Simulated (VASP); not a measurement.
# Ir (P6_3/mmc) in VASP: further runs

Runs on Ir. Level: LDA. Tasks: single point.

Everything below comes from runs of VASP 6.6.1. Logs are shortened: lines on timing, memory, paths and dates and some standing lists are left out, and cuts for length are marked.

## Step 1: The cell of the first run

The structure is hexagonal, space group P6_3/mmc (No. 194). Conventional cell: a = 2.638 Å, b = 2.638 Å, c = 4.328 Å, α = 90.00°, β = 90.00°, γ = 120.00°. Within 3.5 Å of Ir (site symmetry -6m2) lie 12 Ir at 2.64 to 2.65 Å.

## Step 2: Single point, LDA

INCAR reads:

```
ALGO = Normal
EDIFF = 1E-7
ENCUT = 520
GGA = CA
ISIF = 2
ISMEAR = 1
LASPH = True
LCHARG = True
LELF = True
LREAL = False
LVHAR = True
LWAVE = False
NBANDS = 16
NELM = 60
PREC = Accurate
SIGMA = 0.05
```

KPOINTS reads:

```
k-points
0
Gamma
  10 10 6
```

POSCAR reads:

```
Ir
1.0
    2.6375777979      0.0000000028      0.0000000000
   -1.3187889013      2.2842093761      0.0000000000
    0.0000000000      0.0000000000      4.3283981748
Ir
2
Direct
    0.6666666667      0.3333333333      0.7500000000
    0.3333333333      0.6666666667      0.2500000000
```

Potentials or basis: VASP PAW LDA potentials, release 64 (Ir).

Started as:

```bash
$ cat potpaw_LDA.64/Ir/POTCAR > POTCAR
$ mpirun -np 1 vasp_std > vasp.out
```

OUTCAR:

```text
EDIFF = 1E-7
   ENCUT = 520
   GGA = CA
   ISIF = 2
   ISMEAR = 1
   LASPH = True
   LREAL = False
   NELM = 60
   PREC = Accurate

 ion  position               nearest neighbor table
   1  0.667  0.333  0.750-   2 2.65   2 2.65   2 2.65   2 2.65   2 2.65   2 2.65
   2  0.333  0.667  0.250-   1 2.65   1 2.65   1 2.65   1 2.65   1 2.65   1 2.65

  LATTYP: Found a hexagonal cell.
 ALAT       =     2.6375777979
 C/A-ratio  =     1.6410504283

  Lattice vectors:

 A1 = (   2.6375777979,   0.0000000028,   0.0000000000)
 A2 = (  -1.3187889013,   2.2842093761,   0.0000000000)
 A3 = (   0.0000000000,   0.0000000000,   4.3283981748)

Analysis of symmetry for initial positions (statically):
=====================================================================
 Subroutine PRICEL returns:
 Original cell was already a primitive cell.

 Routine SETGRP: Setting up the symmetry group for a
 hexagonal supercell.

 Subroutine GETGRP returns: Found 24 space group operations
 (whereof 12 operations were pure point group operations)
 out of a pool of 24 trial point group operations.

The static configuration has the point symmetry D_3d.
 The point group associated with its full space group is D_6h.

Analysis of symmetry for dynamics (positions and initial velocities):
=====================================================================
 Subroutine PRICEL returns:
 Original cell was already a primitive cell.

 Routine SETGRP: Setting up the symmetry group for a
 hexagonal supercell.

 Subroutine GETGRP returns: Found 24 space group operations
 (whereof 12 operations were pure point group operations)
 out of a pool of 24 trial point group operations.

The dynamic configuration has the point symmetry D_3d.
 The point group associated with its full space group is D_6h.

 Subroutine INISYM returns: Found 24 space group operations
 (whereof 12 operations are pure point group operations),
 and found     1 'primitive' translations

----------------------------------------------------------------------------------------

                                     Primitive cell

  volume of cell :      26.0776

  direct lattice vectors                    reciprocal lattice vectors
     2.637577798  0.000000003  0.000000000     0.379135736  0.218894120  0.000000000
    -1.318788901  2.284209376  0.000000000    -0.000000000  0.437788239  0.000000000
[... 78 lines left out ...]
   ICHARG =      2    charge: 1-file 2-atom 10-const
   ISPIN  =      1    spin polarized calculation?
   LNONCOLLINEAR =      F non collinear calculations
   LSORBIT =      F    spin-orbit coupling
   LASPH  =      T    aspherical Exc in radial PAW
   ENCUT  =  520.0 eV  38.22 Ry    6.18 a.u.   4.90  4.90  8.05*2*pi/ulx,y,z
   NELM   =     60;   NELMIN=  2; NELMDL= -5     # of ELM steps
   EDIFF  = 0.1E-06   stopping-criterion for ELM
   LREAL  =      F    real-space projection
   EDIFFG = 0.1E-05   stopping-criterion for IOM
   NSW    =      0    number of steps for IOM
   IBRION =     -1    ionic relax: 0-MD 1-quasi-New 2-CG
   NFREE  =      0    steps in history (QN), initial steepest desc. (CG)
   ISIF   =      2    stress and relaxation
   ISYM   =      2    0-nonsym 1-usesym 2-fastsym
   POTIM  = 0.5000    time-step for ionic-motion
   TEBEG  =    0.0;   TEEND  =   0.0 temperature during run
   PSTRESS=    0.0 pullay stress
   NELECT =      18.0000    total number of electrons
   NUPDOWN=      -1.0000    fix difference up-down
   EMIN   =  10.00;   EMAX   =-10.00  energy-range for DOS
   EFERMI =   0.00;   METHOD = LEGACY
   ISMEAR =     1;   SIGMA  =   0.05  broadening in eV -4-tet -1-fermi 0-gaus
   EFERMI_NEDOS =   21; number of points for ismear=-14 and -15
   IALGO  =     38    algorithm
   IMIX   =      4    mixing-type and parameters
     AMIX     =   0.40;   BMIX     =  1.00
     AMIX_MAG =   1.60;   BMIX_MAG =  1.00
  volume/ion in A,a.u.               =      13.04        87.99
  Fermi-wavevector in a.u.,A,eV,Ry     =   1.446803  2.734062 28.480262  2.093240
  Thomas-Fermi vector in A             =   2.564830
   LORBIT       =      0    0 simple, 1 ext, 2 COOP (PROOUT), +10 PAW based schemes
   GGA     = CA    functional components
   LHFCALC =     F    Hartree Fock is set to
   AEXX    =    0.0000 exact exchange contribution
   IVDW    =     0    specifies the selected vdW correction
   LEPSILON=     F    determine dielectric tensor
   LRPA    =     F    only Hartree local field effects (RPA)
 non-spin polarized calculation
 Methfessel and Paxton  Order N= 1 SIGMA  =   0.05
  energy-cutoff  :      520.00
  volume of cell :       26.08
 maximum number of plane-waves:       720
 NGX is ok and might be reduce to    20
   NGX =  9   NGY =  9   NGZ = 17

 number of electron      17.9999998 magnetization

 Free energy of the ion-electron system (eV)
  ---------------------------------------------------
  ext. energy  EPLUGINS =         0.00000000
  ---------------------------------------------------
  free energy    TOTEN  =       -20.30311683 eV

  energy without entropy =      -20.30185352  energy(sigma->0) =      -20.30269573

 E-fermi :  12.0113     XC(G=0): -14.6138

 val. band max:       11.9967893800   @ k =   0.3000   0.1000   0.1667
 cond. band min:      12.0151090713   @ k =   0.3000   0.1000   0.1667
 fundamental gap:      0.0183196913
 Fermi energy:        12.0112630960

 k-point     1 :       0.0000    0.0000    0.0000
  band No.  band energies     occupation
      1      -0.1941      2.00000
      2       2.7799      2.00000
      3       7.3077      2.00000
      4       7.5315      2.00000
      5       7.5315      2.00000
      6       8.2599      2.00000
[... 433 lines left out ...]
      3       5.0532      2.00000
      4       6.1105      2.00000
      5       7.2679      2.00000
      6       8.6787      2.00000
[... 8 lines left out ...]
     15      23.7274      0.00000
     16      26.4123      0.00000

 [... further k-points ...]
[... 5 lines left out ...]
  --------------------------------------------------------------------------------------
  -------------------------------------------------------------------------------------
  Total        5.4631641      5.4631641      5.4381725      0.0000000      0.0000000     -0.0000000
  in kB      335.6498346    335.6498346    334.1143789      0.0000000      0.0000000     -0.0000000
  external PRESSURE =     335.1380161 kB  Pullay stress =       0.0000000 kB

 VOLUME and BASIS-vectors are now :
 -----------------------------------------------------------------------------
  energy-cutoff  :      520.00
  volume of cell :       26.08
      direct lattice vectors                 reciprocal lattice vectors
     2.637577798  0.000000003  0.000000000     0.379135736  0.218894120  0.000000000
    -1.318788901  2.284209376  0.000000000    -0.000000000  0.437788239  0.000000000
     0.000000000  0.000000000  4.328398175     0.000000000  0.000000000  0.231032350

 POSITION                                       TOTAL-FORCE (eV/Angst)
 -----------------------------------------------------------------------------------
      1.31879      0.76140      3.24630         0.000000     -0.000000      0.000000
     -0.00000      1.52281      1.08210        -0.000000      0.000000      0.000000
 -----------------------------------------------------------------------------------
    total drift:                               -0.000000      0.000000     -0.000000

  FREE ENERGIE OF THE ION-ELECTRON SYSTEM (eV)
  ---------------------------------------------------
  free  energy   TOTEN  =       -20.3031168333 eV

  energy  without entropy=      -20.3018535213  energy(sigma->0) =      -20.30269573
```

OSZICAR:

```text
N       E                     dE             d eps       ncg     rms          rms(c)
DAV:   1     0.148682420855E+03    0.14868E+03   -0.85947E+03  1792   0.116E+03
DAV:   2    -0.176230526498E+02   -0.16631E+03   -0.14970E+03  1792   0.318E+02
DAV:   3    -0.213797084435E+02   -0.37567E+01   -0.37181E+01  2496   0.587E+01
DAV:   4    -0.214229282360E+02   -0.43220E-01   -0.43204E-01  1992   0.519E+00
DAV:   5    -0.214241980671E+02   -0.12698E-02   -0.12698E-02  2576   0.928E-01    0.285E+01
DAV:   6    -0.205277702535E+02    0.89643E+00   -0.92587E-01  2272   0.129E+01    0.123E+01
DAV:   7    -0.203177113777E+02    0.21006E+00   -0.34623E-01  2440   0.743E+00    0.203E+00
DAV:   8    -0.203042983368E+02    0.13413E-01   -0.87895E-03  2120   0.103E+00    0.303E-01
DAV:   9    -0.203031330891E+02    0.11652E-02   -0.21223E-03  2432   0.628E-01    0.784E-02
DAV:  10    -0.203031202284E+02    0.12861E-04   -0.20822E-05  2336   0.400E-02    0.334E-02
DAV:  11    -0.203031168362E+02    0.33922E-05   -0.45511E-06  2408   0.239E-02    0.971E-04
DAV:  12    -0.203031168333E+02    0.29358E-08   -0.12531E-07  1896   0.303E-03
   1 F= -.20303117E+02 E0= -.20302696E+02  d E =-.126331E-02
```

stdout:

```text
POSCAR found type information on POSCAR Ir
 POSCAR found :  1 types and       2 ions
 scaLAPACK will be used
 LDA part: xc-table for (Slater(with rela. corr.)+CA(PZ))
 , standard interpolation
 POSCAR, INCAR and KPOINTS ok, starting setup
 FFT: planning ... GRIDC
 FFT: planning ... GRID_SOFT
 FFT: planning ... GRID
 WAVECAR not read
 entering main loop
```

Run time: 12 s. Hardware: 1 thread of Intel Xeon Platinum 8488C (Sapphire Rapids), shared host; peak memory 0.14 GiB.

Results:

* Free energy: -20.3031 eV
* Pressure: 33.5 GPa
* Band gap on the k mesh: zero (band 9 reaches 13.14 eV, above the bottom of band 10 at 9.42 eV)

Stress tensor (GPa, compression positive):
```
33.56  0.00  0.00
 0.00 33.56  0.00
 0.00  0.00 33.41
```

Caveat: spin-orbit coupling is left out, which moves the levels of the heavy elements.

[end of part 1 of 2]
